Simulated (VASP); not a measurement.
# Si2W (Immm) in VASP: a series of runs

Runs on Si2W. Level: PBE. Tasks: single point.

Everything below comes from runs of VASP 6.6.1. Logs are shortened: lines on timing, memory, paths and dates and some standing lists are left out, and cuts for length are marked.

## (1) The cell of the first run

Symmetry: Immm, No. 71, orthorhombic system. The conventional cell has a = 3.084 Å, b = 3.269 Å, c = 7.921 Å, α = 90.00°, β = 90.00°, γ = 90.00°. Si (site symmetry mm2) has 5 W at 2.60 to 2.65 Å and 9 Si at 2.61 to 3.27 Å within 3.4 Å. Within 3.4 Å of W (site symmetry mmm) lie 10 Si at 2.60 to 2.65 Å and 4 W at 3.08 to 3.27 Å.

## (2) Single point, PBE (uniaxial strain along a: -4.5 %, then relaxed in part)

INCAR reads:

```
PREC = Accurate
ENCUT = 520
EDIFF = 1E-7
ISMEAR = 0
SIGMA = 0.1
LREAL = False
LASPH = True
NELM = 60
ALGO = Normal
ISIF = 2
LWAVE = False
LCHARG = False
GGA = PE
NBANDS = 31
```

KPOINTS reads:

```
regular mesh
0
Gamma
  12 12 6
```

POSCAR reads:

```
Si2W
1.0
    3.0836905252      0.0000000000      0.0000000000
    0.0000000000      3.2691246514      0.0000000000
    0.0000000000      0.0000000000      7.9206087232
Si W
4 2
Direct
    0.0000000000      0.0000000000      0.3341583824
    0.5000000000      0.5000000000      0.1658416176
    0.5000000000      0.5000000000      0.8341583824
    0.0000000000      0.0000000000      0.6658416176
    0.0000000000      0.0000000000      0.0000000000
    0.5000000000      0.5000000000      0.5000000000
```

Potentials or basis: VASP PAW PBE potentials, release 64 (Si, W_sv).

On the command line:

```
> cat potpaw_PBE.64/Si/POTCAR potpaw_PBE.64/W_sv/POTCAR > POTCAR
> mpirun -np 1 vasp_std > vasp.out
```

OUTCAR:

```text
PREC = Accurate
   ENCUT = 520
   EDIFF = 1E-7
   ISMEAR = 0
   LREAL = False
   LASPH = True
   NELM = 60
   ISIF = 2
   GGA = PE

 ion  position               nearest neighbor table
   1  0.000  0.000  0.334-   6 2.60   6 2.60   6 2.60   6 2.60   2 2.61   2 2.61   2 2.61   2 2.61
                             4 2.63   5 2.65
   2  0.500  0.500  0.166-   5 2.60   5 2.60   5 2.60   5 2.60   1 2.61   1 2.61   1 2.61   1 2.61
                             3 2.63   6 2.65
   3  0.500  0.500  0.834-   5 2.60   5 2.60   5 2.60   5 2.60   4 2.61   4 2.61   4 2.61   4 2.61
                             2 2.63   6 2.65
   4  0.000  0.000  0.666-   6 2.60   6 2.60   6 2.60   6 2.60   3 2.61   3 2.61   3 2.61   3 2.61
                             1 2.63   5 2.65
   5  0.000  0.000  0.000-   2 2.60   3 2.60   2 2.60   3 2.60   2 2.60   3 2.60   2 2.60   3 2.60
                             1 2.65   4 2.65
   6  0.500  0.500  0.500-   1 2.60   4 2.60   1 2.60   4 2.60   1 2.60   4 2.60   1 2.60   4 2.60
                             3 2.65   2 2.65

  LATTYP: Found a simple orthorhombic cell.
 ALAT       =     3.0836905252
 B/A-ratio  =     1.0601338314
 C/A-ratio  =     2.5685485163

  Lattice vectors:

 A1 = (   3.0836905252,   0.0000000000,   0.0000000000)
 A2 = (   0.0000000000,   3.2691246514,   0.0000000000)
 A3 = (   0.0000000000,   0.0000000000,   7.9206087232)

Analysis of symmetry for initial positions (statically):
=====================================================================
 Subroutine PRICEL returns following result:

  LATTYP: Found a body centered orthorhombic cell.
 ALAT       =     3.0836905252
 B/A-ratio  =     1.0601338314
 C/A-ratio  =     2.5685485163

  Lattice vectors:

 A1 = (  -1.5418452626,   1.6345623257,   3.9603043616)
 A2 = (   1.5418452626,  -1.6345623257,   3.9603043616)
 A3 = (   1.5418452626,   1.6345623257,  -3.9603043616)

   2 primitive cells build up your supercell.

 Routine SETGRP: Setting up the symmetry group for a
 simple orthorhombic supercell.

 Subroutine GETGRP returns: Found  8 space group operations
 (whereof  8 operations were pure point group operations)
 out of a pool of  8 trial point group operations.

The static configuration has the point symmetry D_2h.

Analysis of symmetry for dynamics (positions and initial velocities):
=====================================================================
 Subroutine PRICEL returns following result:

  LATTYP: Found a body centered orthorhombic cell.
 ALAT       =     3.0836905252
 B/A-ratio  =     1.0601338314
 C/A-ratio  =     2.5685485163

  Lattice vectors:

 A1 = (  -1.5418452626,   1.6345623257,   3.9603043616)
 A2 = (   1.5418452626,  -1.6345623257,   3.9603043616)
 A3 = (   1.5418452626,   1.6345623257,  -3.9603043616)

   2 primitive cells build up your supercell.

 Routine SETGRP: Setting up the symmetry group for a
 simple orthorhombic supercell.

 Subroutine GETGRP returns: Found  8 space group operations
 (whereof  8 operations were pure point group operations)
 out of a pool of  8 trial point group operations.

The dynamic configuration has the point symmetry D_2h.

 Subroutine INISYM returns: Found  8 space group operations
 (whereof  8 operations are pure point group operations),
 and found     2 'primitive' translations

----------------------------------------------------------------------------------------

                                     Primitive cell

  volume of cell :      39.9237

  direct lattice vectors                    reciprocal lattice vectors
    -1.541845263  1.634562326  3.960304362    -0.000000000  0.305892282  0.126252923
     1.541845263 -1.634562326  3.960304362     0.324286757  0.000000000  0.126252923
     1.541845263  1.634562326 -3.960304362     0.324286757  0.305892282  0.000000000

  length of vectors
     4.553360457  4.553360457  4.553360457     0.330922784  0.347996697  0.445793662

  position of ions in fractional coordinates (direct lattice)
     0.334158382  0.334158382  0.000000000
     0.665841618  0.665841618  0.000000000
     0.000000000  0.000000000  0.000000000

  ion indices of the primitive-cell ions
   primitive index   ion index
                 1           1
                 2           4
                 3           5

----------------------------------------------------------------------------------------

 KPOINTS: regular mesh

Automatic generation of k-mesh.
 Grid dimensions read from file:
 generate k-points for:   12   12    6

 Generating k-lattice:

  Cartesian coordinates                     Fractional coordinates (reciprocal lattice)
     0.027023896  0.000000000  0.000000000     0.083333333  0.000000000  0.000000000
     0.000000000  0.025491024  0.000000000     0.000000000  0.083333333  0.000000000
     0.000000000  0.000000000  0.021042154     0.000000000  0.000000000  0.166666667

  Length of vectors
     0.027023896  0.025491024  0.021042154

[... 81 lines left out ...]
  ext. energy  EPLUGINS =         0.00000000
  ---------------------------------------------------
  free energy    TOTEN  =       -49.41899584 eV

  energy without entropy =      -49.41479372  energy(sigma->0) =      -49.41689478

 E-fermi :  12.2623     XC(G=0): -12.5925

 val. band max:       12.2586080542   @ k =   0.1667   0.0000   0.0000
 cond. band min:      12.2693924595   @ k =   0.0000   0.3333   0.1667
 fundamental gap:      0.0107844053
 Fermi energy:        12.2622861836

 k-point     1 :       0.0000    0.0000    0.0000
  band No.  band energies     occupation
      1     -61.6624      2.00000
      2     -61.6622      2.00000
      3     -25.9729      2.00000
      4     -25.9713      2.00000
      5     -25.9701      2.00000
      6     -25.9563      2.00000
[... 23 lines left out ...]
     30      16.6856      0.00000
     31      16.8342      0.00000

 k-point     2 :       0.0833    0.0000    0.0000
  band No.  band energies     occupation
      1     -61.6615      2.00000
      2     -61.6614      2.00000
      3     -25.9701      2.00000
      4     -25.9691      2.00000
      5     -25.9679      2.00000
      6     -25.9541      2.00000
[... 23 lines left out ...]
     30      16.6947      0.00000
     31      16.9594      0.00000

 k-point     3 :       0.1667    0.0000    0.0000
  band No.  band energies     occupation
      1     -61.6590      2.00000
      2     -61.6590      2.00000
      3     -25.9631      2.00000
      4     -25.9624      2.00000
      5     -25.9620      2.00000
      6     -25.9481      2.00000
[... 23 lines left out ...]
     30      16.9607      0.00000
     31      17.1351      0.00000

 k-point     4 :       0.2500    0.0000    0.0000
  band No.  band energies     occupation
      1     -61.6557      2.00000
      2     -61.6556      2.00000
      3     -25.9640      2.00000
      4     -25.9634      2.00000
      5     -25.9548      2.00000
      6     -25.9539      2.00000
[... 23 lines left out ...]
     30      17.4251      0.00000
     31      17.4366      0.00000

 k-point     5 :       0.3333    0.0000    0.0000
  band No.  band energies     occupation
      1     -61.6524      2.00000
      2     -61.6523      2.00000
      3     -26.0434      2.00000
      4     -26.0430      2.00000
      5     -25.9465      2.00000
      6     -25.9459      2.00000
[... 23 lines left out ...]
     30      16.8779      0.00000
     31      17.2741      0.00000
[... 542 lines left out ...]
     30      16.1988      0.00000
     31      17.8477      0.00000

 k-point    22 :       0.0000    0.2500    0.0000
  band No.  band energies     occupation
      1     -61.6594      2.00000
      2     -61.6593      2.00000
      3     -26.0658      2.00000
      4     -26.0650      2.00000
      5     -25.9594      2.00000
      6     -25.9477      2.00000
[... 23 lines left out ...]
     30      17.7140      0.00000
     31      17.7554      0.00000

 k-point    23 :       0.0833    0.2500    0.0000
  band No.  band energies     occupation
      1     -61.6585      2.00000
      2     -61.6584      2.00000
      3     -26.0631      2.00000
      4     -26.0624      2.00000
      5     -25.9568      2.00000
      6     -25.9455      2.00000
[... 23 lines left out ...]
     30      17.4468      0.00000
     31      18.1098      0.00000

 k-point    24 :       0.1667    0.2500    0.0000
  band No.  band energies     occupation
      1     -61.6561      2.00000
      2     -61.6560      2.00000
      3     -26.0560      2.00000
      4     -26.0554      2.00000
      5     -25.9496      2.00000
      6     -25.9395      2.00000
[... 23 lines left out ...]
     30      17.1366      0.00000
     31      17.4788      0.00000

 [... further k-points ...]

------------------------ aborting loop because EDIFF is reached ----------------------------------------

  FORCE on cell =-STRESS in cart. coord.  units (eV):
  Direction    XX          YY          ZZ          XY          YZ          ZX
  --------------------------------------------------------------------------------------
  -------------------------------------------------------------------------------------
  Total        9.2201645      0.0683987      0.0196295      0.0000000      0.0000000      0.0000000
  in kB      185.0071129      1.3724531      0.3938756      0.0000000      0.0000000      0.0000000
  external PRESSURE =      62.2578139 kB  Pullay stress =       0.0000000 kB

 VOLUME and BASIS-vectors are now :
 -----------------------------------------------------------------------------
  energy-cutoff  :      520.00
  volume of cell :       79.85
      direct lattice vectors                 reciprocal lattice vectors
     3.083690525  0.000000000  0.000000000     0.324286757  0.000000000  0.000000000
     0.000000000  3.269124651  0.000000000     0.000000000  0.305892282  0.000000000
     0.000000000  0.000000000  7.920608723     0.000000000  0.000000000  0.126252923

 POSITION                                       TOTAL-FORCE (eV/Angst)
 -----------------------------------------------------------------------------------
      0.00000      0.00000      2.64674        -0.000000      0.000000     -0.004362
      1.54185      1.63456      1.31357        -0.000000     -0.000000      0.004362
      1.54185      1.63456      6.60704        -0.000000      0.000000     -0.004362
      0.00000      0.00000      5.27387        -0.000000      0.000000      0.004362
      0.00000      0.00000      0.00000        -0.000000     -0.000000      0.000000
      1.54185      1.63456      3.96030         0.000000      0.000000      0.000000
 -----------------------------------------------------------------------------------
    total drift:                                0.000000      0.000000     -0.000000

  FREE ENERGIE OF THE ION-ELECTRON SYSTEM (eV)
  ---------------------------------------------------
  free  energy   TOTEN  =       -49.4189958436 eV

  energy  without entropy=      -49.4147937168  energy(sigma->0) =      -49.41689478
```

Wall time 8.4 min (1 thread of AMD EPYC 7R13 (Zen 3), shared host); peak memory 0.43 GiB.

Results:

```yaml
Free_energy: -49.4190 eV
Pressure: 6.2 GPa
Largest_force: 0.004 eV/Å
Band_gap_on_the_k_mesh: zero (bands 22 and 23 overlap by 1.16 eV)
```

Forces in eV/Å, atoms in the order of the input:
```
Si   0.000  0.000 -0.004
Si   0.000  0.000  0.004
Si   0.000  0.000 -0.004
Si   0.000  0.000  0.004
W    0.000  0.000  0.000
W    0.000  0.000  0.000
```

Caveat: the cell differs from its parent crystal (uniaxial strain along a: -4.5 %, then relaxed in part); the stress differs along the axes, from 0 to 19 GPa; spin-orbit coupling is left out, which moves the levels of the heavy elements.

## (3) Single point, PBE (uniaxial strain along a: -4.5 %)

INCAR reads:

```
SYSTEM = Si2W
ALGO = Normal
EDIFF = 1E-7
ENCUT = 520
GGA = PE
ISIF = 2
ISMEAR = 0
LASPH = .True.
LCHARG = .False.
LREAL = .False.
LWAVE = .False.
NBANDS = 31
NELM = 100
PREC = Accurate
SIGMA = 0.1
```

KPOINTS reads:

```
k-points
0
Gamma
  12 12 6
  0 0 0
```

POSCAR reads:

```
Si2W
1.0
    3.0836905252      0.0000000000      0.0000000000
    0.0000000000      3.2653215116      0.0000000000
    0.0000000000      0.0000000000      7.9553296325
Si W
4 2
Direct
    0.0000000000      0.0000000000      0.3342703491
    0.5000000000      0.5000000000      0.1657296509
    0.5000000000      0.5000000000      0.8342703491
    0.0000000000      0.0000000000      0.6657296509
    0.0000000000      0.0000000000      0.0000000000
    0.5000000000      0.5000000000      0.5000000000
```

Potentials or basis: VASP PAW PBE potentials, release 64 (Si, W_sv).

On the command line:

```
> cat potpaw_PBE.64/Si/POTCAR potpaw_PBE.64/W_sv/POTCAR > POTCAR
> mpirun -np 1 vasp_std > vasp.out
```

Wall time 7.3 min (1 thread of AMD EPYC 7R13 (Zen 3), shared host); peak memory 0.42 GiB.

Results (log left out):

```yaml
Free_energy: -49.4167 eV
Pressure: 5.4 GPa
Largest_force: 0.013 eV/Å
Band_gap_on_the_k_mesh: zero (bands 22 and 23 overlap by 1.16 eV)
```

Forces on the atoms (eV/Å):
```
Si   0.000  0.000 -0.013
Si   0.000  0.000  0.013
Si   0.000  0.000 -0.013
Si   0.000  0.000  0.013
W    0.000  0.000  0.000
W    0.000  0.000  0.000
```

Stress tensor (GPa, compression positive):
```
18.11  0.00  0.00
 0.00  0.18  0.00
 0.00  0.00 -2.04
```

Levels at points of the mesh, in eV from the Fermi level:
```tsv
k point	band 18	band 19	band 20	band 21	band 22	band 23	band 24	band 25	band 26	band 27
(0.00, 0.00, 0.00)	-2.24	-1.44	-1.03	-0.21	-0.05	0.73	0.89	2.17	2.67	3.51
(0.50, 0.00, 0.00)	-3.15	-3.00	-3.00	-1.00	-1.00	1.95	1.95	3.20	3.20	3.78
(0.00, 0.50, 0.00)	-3.14	-2.24	-2.24	-0.33	-0.33	1.90	1.90	2.36	2.36	3.87
(0.50, 0.50, 0.00)	-5.11	-3.58	-3.58	-1.81	-1.81	2.45	2.45	2.66	2.66	3.45
(0.00, 0.00, 0.50)	-2.78	-1.69	-1.69	0.81	0.81	1.04	1.04	1.37	1.37	2.11
(0.50, 0.00, 0.50)	-3.20	-2.90	-2.90	-0.76	-0.76	2.36	2.36	3.34	3.34	3.50
(0.00, 0.50, 0.50)	-3.04	-2.29	-2.29	-0.13	-0.13	2.19	2.19	3.40	3.40	3.62
(0.50, 0.50, 0.50)	-3.21	-2.78	-2.78	-2.45	-2.45	-0.17	-0.17	2.74	2.74	3.76
```

Caveat: the cell differs from its parent crystal (uniaxial strain along a: -4.5 %); the stress differs along the axes, from -2 to 18 GPa; spin-orbit coupling is left out, which moves the levels of the heavy elements.

## (4) Single point, PBE (uniaxial strain along a: -3.0 %, then relaxed in part)

INCAR reads:

```
ALGO = Normal
EDIFF = 1E-7
ENCUT = 520
GGA = PE
ISIF = 2
ISMEAR = 0
LASPH = True
LCHARG = True
LELF = True
LREAL = False
LVHAR = True
LWAVE = False
NBANDS = 31
NELM = 60
PREC = Accurate
SIGMA = 0.1
```

KPOINTS reads:

```
k-points
0
Gamma
  12 12 6
```

POSCAR: that of step 3 with these lines changed.

```diff
@@ -2,5 +2,5 @@
 1.0
-    3.0836905252      0.0000000000      0.0000000000
-    0.0000000000      3.2653215116      0.0000000000
-    0.0000000000      0.0000000000      7.9553296325
+    3.1321254549      0.0000000000      0.0000000000
+    0.0000000000      3.2548258068      0.0000000000
+    0.0000000000      0.0000000000      7.9018982271
 Si W
```

On the command line:

```
> cat potpaw_PBE.64/Si/POTCAR potpaw_PBE.64/W_sv/POTCAR > POTCAR
> mpirun -np 1 vasp_std > vasp.out
```

Wall time 6.1 min (1 thread of AMD EPYC 7R13 (Zen 3), shared host); peak memory 0.43 GiB.

The run converged. Its results:

| Item | Value |
| --- | --- |
| Free energy | -49.5379 eV |
| Pressure | 4.1 GPa |
| Largest force | 0.005 eV/Å |
| Band gap on the k mesh | zero (bands 22 and 23 overlap by 1.13 eV) |

Forces in eV/Å, atoms in the order of the input:
```
Si   0.000  0.000 -0.005
Si   0.000  0.000  0.005
Si   0.000  0.000 -0.005
Si   0.000  0.000  0.005
W    0.000  0.000  0.000
W    0.000  0.000  0.000
```

Stress tensor (GPa, compression positive):
```
12.03  0.00  0.00
 0.00  0.13  0.00
 0.00  0.00  0.04
```

Levels at points of the mesh, in eV from the Fermi level:
| k point | band 20 | band 21 | band 22 | band 23 | band 24 | band 25 |
| --- | --- | --- | --- | --- | --- | --- |
| (0.00, 0.00, 0.00) | -0.85 | -0.35 | -0.31 | 0.66 | 0.83 | 2.37 |
| (0.50, 0.00, 0.00) | -2.84 | -0.91 | -0.91 | 2.03 | 2.03 | 3.31 |
| (0.00, 0.50, 0.00) | -2.42 | -0.47 | -0.47 | 1.99 | 1.99 | 2.55 |
| (0.50, 0.50, 0.00) | -3.44 | -1.80 | -1.80 | 2.58 | 2.58 | 2.75 |
| (0.00, 0.00, 0.50) | -1.90 | 0.74 | 0.74 | 1.20 | 1.20 | 1.45 |
| (0.50, 0.00, 0.50) | -2.84 | -0.66 | -0.66 | 2.47 | 2.47 | 3.14 |
| (0.00, 0.50, 0.50) | -2.47 | -0.25 | -0.25 | 2.33 | 2.33 | 3.15 |
| (0.50, 0.50, 0.50) | -2.64 | -2.43 | -2.43 | -0.08 | -0.08 | 2.82 |

Caveat: the cell differs from its parent crystal (uniaxial strain along a: -3.0 %, then relaxed in part); the stress differs along the axes, from 0 to 12 GPa; spin-orbit coupling is left out, which moves the levels of the heavy elements.

## (5) The runs side by side

```csv
cell,gap on the mesh (eV),pressure (GPa)
"a = 3.084, b = 3.269, c = 7.921 Å, 6 atoms, atomic positions A",none,6.2
"a = 3.084, b = 3.265, c = 7.955 Å, 6 atoms, atomic positions B",none,5.4
"a = 3.132, b = 3.255, c = 7.902 Å, 6 atoms, atomic positions B",none,4.1
```

Alike in all rows: task single point; level PBE; potentials or basis VASP PAW PBE potentials, release 64 (Si, W_sv); no spin polarisation; k mesh 12 × 12 × 6; cutoff (eV) 520; smearing gaussian 0.1 eV.

Caveats: spin-orbit coupling is left out, which moves the levels of the heavy elements; the stress differs along the axes, from 0 to 19 GPa (at least some runs); the stress differs along the axes, from -2 to 18 GPa (at least some runs); the stress differs along the axes, from 0 to 12 GPa (at least some runs).

Absolute energies hang on the potentials; compare differences alone.

The gap in the log of VASP goes by the Fermi energy; the results here count the filled bands.